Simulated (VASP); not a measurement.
# ZrN (Fm-3m) in VASP: further runs

Aim: see how the results for ZrN move with the level of theory and the settings. Levels: PBE, LDA, r2SCAN. Tasks: electric field gradients, single point.

Everything below comes from runs of VASP 6.6.1. Logs are shortened: lines on timing, memory, paths and dates and some standing lists are left out, and cuts for length are marked.

**1. The cell of the first run**

It takes space group Fm-3m (No. 225, cubic). Conventional cell: a = 4.614 Å, b = 4.614 Å, c = 4.614 Å, α = 90.00°, β = 90.00°, γ = 90.00°. Within 3.0 Å of Zr (site symmetry m-3m) lie 6 N at 2.31 Å. Within 3.0 Å of N (site symmetry m-3m) lie 6 Zr at 2.31 Å.

**2. Electric field gradients, PBE (12.28 Å³/atom)**

INCAR reads:

```
SYSTEM = ZrN
  PREC = Accurate
  ENCUT = 520
  EDIFF = 1E-8
  ISMEAR = -1
  SIGMA = 0.01
  LREAL = .False.
  LASPH = .True.
  NELM = 120
  ALGO = Normal
  ISIF = 2
  LWAVE = .False.
  LCHARG = .False.
  GGA = PE
  LEFG = .True.
  NBANDS = 16
  GGA_COMPAT = .False.
```

KPOINTS reads:

```
Automatic mesh
0
Gamma
  9 9 9
  0 0 0
```

POSCAR reads:

```
ZrN
1.0
    0.0000000000      2.3068476096      2.3068476096
    2.3068476096      0.0000000000      2.3068476096
    2.3068476096      2.3068476096      0.0000000000
Zr N
1 1
Direct
    0.0000000000      0.0000000000      0.0000000000
    0.5000000000      0.5000000000      0.5000000000
```

Potentials or basis: VASP PAW PBE potentials, release 64 (Zr_sv, N).

Command:

```console
$ cat potpaw_PBE.64/Zr_sv/POTCAR potpaw_PBE.64/N/POTCAR > POTCAR
$ mpirun -np 1 vasp_std > vasp.out
```

OUTCAR:

```text
SYSTEM = ZrN
   PREC = Accurate
   ENCUT = 520
   EDIFF = 1E-8
   ISMEAR = -1
   LREAL = .False.
   LASPH = .True.
   NELM = 120
   ISIF = 2
   GGA = PE

 ion  position               nearest neighbor table
   1  0.000  0.000  0.000-   2 2.31   2 2.31   2 2.31   2 2.31   2 2.31   2 2.31
   2  0.500  0.500  0.500-   1 2.31   1 2.31   1 2.31   1 2.31   1 2.31   1 2.31

  LATTYP: Found a face centered cubic cell.
 ALAT       =     4.6136952192

  Lattice vectors:

 A1 = (   0.0000000000,   2.3068476096,   2.3068476096)
 A2 = (   2.3068476096,   0.0000000000,   2.3068476096)
 A3 = (   2.3068476096,   2.3068476096,   0.0000000000)

Analysis of symmetry for initial positions (statically):
=====================================================================
 Subroutine PRICEL returns:
 Original cell was already a primitive cell.

 Routine SETGRP: Setting up the symmetry group for a
 face centered cubic supercell.

 Subroutine GETGRP returns: Found 48 space group operations
 (whereof 48 operations were pure point group operations)
 out of a pool of 48 trial point group operations.

The static configuration has the point symmetry O_h .

Analysis of symmetry for dynamics (positions and initial velocities):
=====================================================================
 Subroutine PRICEL returns:
 Original cell was already a primitive cell.

 Routine SETGRP: Setting up the symmetry group for a
 face centered cubic supercell.

 Subroutine GETGRP returns: Found 48 space group operations
 (whereof 48 operations were pure point group operations)
 out of a pool of 48 trial point group operations.

The dynamic configuration has the point symmetry O_h .

 Subroutine INISYM returns: Found 48 space group operations
 (whereof 48 operations are pure point group operations),
 and found     1 'primitive' translations

----------------------------------------------------------------------------------------

                                     Primitive cell

  volume of cell :      24.5520

  direct lattice vectors                    reciprocal lattice vectors
     0.000000000  2.306847610  2.306847610    -0.216746003  0.216746003  0.216746003
     2.306847610  0.000000000  2.306847610     0.216746003 -0.216746003  0.216746003
[... 117 lines left out ...]
  energy-cutoff  :      520.00
  volume of cell :       24.55
 maximum number of plane-waves:       680
   NGX = 13   NGY = 13   NGZ = 13

 number of electron      16.9999998 magnetization

 Free energy of the ion-electron system (eV)
  ---------------------------------------------------
  ext. energy  EPLUGINS =         0.00000000
  ---------------------------------------------------
  free energy    TOTEN  =       -20.37109033 eV

  energy without entropy =      -20.37011675  energy(sigma->0) =      -20.37060354

 E-fermi :  11.7020     XC(G=0): -12.4060

 val. band max:       11.6807742827   @ k =   0.1111   0.0000   0.0000
 cond. band min:      11.7096778164   @ k =   0.4444   0.2222   0.1111
 fundamental gap:      0.0289035336
 Fermi energy:        11.7020028362

 k-point     1 :       0.0000    0.0000    0.0000
  band No.  band energies     occupation
      1     -37.9131      2.00000
      2     -15.5524      2.00000
      3     -15.5524      2.00000
      4     -15.5524      2.00000
      5      -4.4665      2.00000
      6       9.0931      2.00000
[... 433 lines left out ...]
      3     -15.8763      2.00000
      4     -15.8763      2.00000
      5      -3.8733      2.00000
      6       6.9600      2.00000
[... 8 lines left out ...]
     15      21.9578      0.00000
     16      27.1906      0.00000

 [... further k-points ...]
[... 5 lines left out ...]
  --------------------------------------------------------------------------------------
  -------------------------------------------------------------------------------------
  Total       -0.4250008     -0.4250008     -0.4250008      0.0000000      0.0000000      0.0000000
  in kB      -27.7340686    -27.7340686    -27.7340686      0.0000000      0.0000000      0.0000000
  external PRESSURE =     -27.7340686 kB  Pullay stress =       0.0000000 kB

 VOLUME and BASIS-vectors are now :
 -----------------------------------------------------------------------------
  energy-cutoff  :      520.00
  volume of cell :       24.55
      direct lattice vectors                 reciprocal lattice vectors
     0.000000000  2.306847610  2.306847610    -0.216746003  0.216746003  0.216746003
     2.306847610  0.000000000  2.306847610     0.216746003 -0.216746003  0.216746003
     2.306847610  2.306847610  0.000000000     0.216746003  0.216746003 -0.216746003

 POSITION                                       TOTAL-FORCE (eV/Angst)
 -----------------------------------------------------------------------------------
      0.00000      0.00000      0.00000         0.000000      0.000000      0.000000
      2.30685      2.30685      2.30685         0.000000      0.000000      0.000000
 -----------------------------------------------------------------------------------
    total drift:                                0.000000     -0.000000     -0.000000

  FREE ENERGIE OF THE ION-ELECTRON SYSTEM (eV)
  ---------------------------------------------------
  free  energy   TOTEN  =       -20.3710903337 eV

  energy  without entropy=      -20.3701167450  energy(sigma->0) =      -20.37060354

 Electric field gradients (V/A^2)
---------------------------------------------------------------------
 ion       V_xx      V_yy      V_zz      V_xy      V_xz      V_yz
---------------------------------------------------------------------
   1       0.000    -0.000     0.000    -0.000    -0.000    -0.000
   2      -0.000     0.000    -0.000     0.001     0.001     0.001
---------------------------------------------------------------------

 Electric field gradients after diagonalization (V/A^2)
 (convention: |V_zz| > |V_xx| > |V_yy|)
----------------------------------------------------------------------
 ion       V_xx      V_yy      V_zz     asymmetry (V_yy - V_xx)/ V_zz
----------------------------------------------------------------------
   1       0.000     0.000    -0.000       0.000
   2      -0.001    -0.001     0.003       0.000
----------------------------------------------------------------------

           NMR quadrupolar parameters

 Cq : quadrupolar parameter    Cq=e*Q*V_zz/h
 eta: asymmetry parameters     (V_yy - V_xx)/ V_zz
 Q  : nuclear electric quadrupole moment in mb (millibarn)
----------------------------------------------------------------------
 ion       Cq(MHz)       eta       Q (mb)
----------------------------------------------------------------------
   1      -0.000       0.000       1.000
   2       0.000       0.000       1.000
----------------------------------------------------------------------
```

stdout:

```text
POSCAR found type information on POSCAR ZrN
 POSCAR found :  2 types and       2 ions
 scaLAPACK will be used
 LDA part: xc-table for (Slater+PW92), standard interpolation
 POSCAR, INCAR and KPOINTS ok, starting setup
 FFT: planning ... GRIDC
 FFT: planning ... GRID_SOFT
 FFT: planning ... GRID
 WAVECAR not read
 entering main loop
ion   1

ion   2
```

Run time: 5.7 s. Hardware: 1 thread of Intel Xeon 6975P-C (Granite Rapids), shared host; peak memory 0.14 GiB.

What came out:

| Property | Result |
| --- | --- |
| Free energy | -20.3711 eV |
| Pressure | -2.8 GPa |
| Band gap on the k mesh | zero (an odd number of electrons rules out a gap without spin polarisation) |
| Largest electric field gradient by atom | zero within the noise of the run |

**3. Single point, PBE**

This run uses another cell than the first one, of 11.92 Å³/atom.

POSCAR reads:

```
ZrN
1.0
    0.0000000000      2.2842300000      2.2842300000
    2.2842300000      0.0000000000      2.2842300000
    2.2842300000      2.2842300000      0.0000000000
Zr N
1 1
Direct
    0.0000000000      0.0000000000      0.0000000000
    0.5000000000      0.5000000000      0.5000000000
```

INCAR.step1 reads:

```
PREC     = Accurate       # precision mode
ENCUT    = 520            # plane-wave cutoff, eV
EDIFF    = 1E-6           # SCF threshold, eV
ISMEAR   = -1             # smearing method
SIGMA    = 0.01           # smearing width, eV
LREAL    = F              # projectors in reciprocal space
LASPH    = T              # aspherical terms in the spheres
NELM     = 120            # most SCF steps
ALGO     = Normal         # electronic algorithm
ISIF     = 2              # what is computed and relaxed
LWAVE    = F              # write WAVECAR
LCHARG   = T              # write CHGCAR
LMAXMIX  = 4              # l up to which the mixer works
GGA      = PE             # functional
NBANDS   = 16             # bands
GGA_COMPAT= F            
NEDOS    = 2001           # points of the DOS
LORBIT   = 11             # projections on sites
```

KPOINTS.step1 reads:

```
Automatic mesh
0
Gamma
  9 9 9
```

INCAR.step2 reads:

```
PREC     = Accurate       # precision mode
ENCUT    = 520            # plane-wave cutoff, eV
EDIFF    = 1E-6           # SCF threshold, eV
ISMEAR   = -5             # smearing method
SIGMA    = 0.01           # smearing width, eV
LREAL    = F              # projectors in reciprocal space
LASPH    = T              # aspherical terms in the spheres
NELM     = 120            # most SCF steps
ALGO     = Normal         # electronic algorithm
ISIF     = 2              # what is computed and relaxed
LWAVE    = F              # write WAVECAR
LCHARG   = F              # write CHGCAR
LMAXMIX  = 4              # l up to which the mixer works
GGA      = PE             # functional
LORBIT   = 10             # projections on sites
NBANDS   = 16             # bands
NEDOS    = 2001           # points of the DOS
ICHARG   = 11             # starting density
GGA_COMPAT= F
```

KPOINTS.step2 reads:

```
Automatic mesh
0
Gamma
  14 14 14
```

Potentials or basis: VASP PAW PBE potentials, release 64 (Zr_sv, N).

Command:

```console
$ cat potpaw_PBE.64/Zr_sv/POTCAR potpaw_PBE.64/N/POTCAR > POTCAR
$ cp INCAR.step1 INCAR
$ cp KPOINTS.step1 KPOINTS
$ mpirun -np 1 vasp_std > vasp.out
$ cp INCAR.step2 INCAR
$ cp KPOINTS.step2 KPOINTS
$ mpirun -np 1 vasp_std > vasp.out
```

Wall time 11 s (1 thread of Intel Xeon 6975P-C (Granite Rapids), shared host); peak memory 0.16 GiB.

The run converged. Its results:

- Valence electrons inside the program's atomic spheres: Zr 9.88; N 3.73

Levels at points of the mesh, in eV from the Fermi level:
| k point | band 6 | band 7 | band 8 | band 9 | band 10 | band 11 | band 12 | band 13 |
| --- | --- | --- | --- | --- | --- | --- | --- | --- |
| (0.00, 0.00, 0.00) | -2.72 | -2.72 | -2.72 | -0.44 | -0.44 | -0.44 | 1.57 | 1.57 |
| (0.50, 0.00, 0.00) | -7.75 | -5.78 | -5.78 | 3.02 | 3.09 | 3.09 | 4.76 | 7.79 |
| (0.50, 0.50, 0.00) | -4.60 | -3.56 | -3.21 | -3.21 | 3.38 | 4.57 | 4.57 | 5.02 |

Caveat: tetrahedron occupations give inexact forces and stress in metals.

(Part 1 of 2 ends here.)
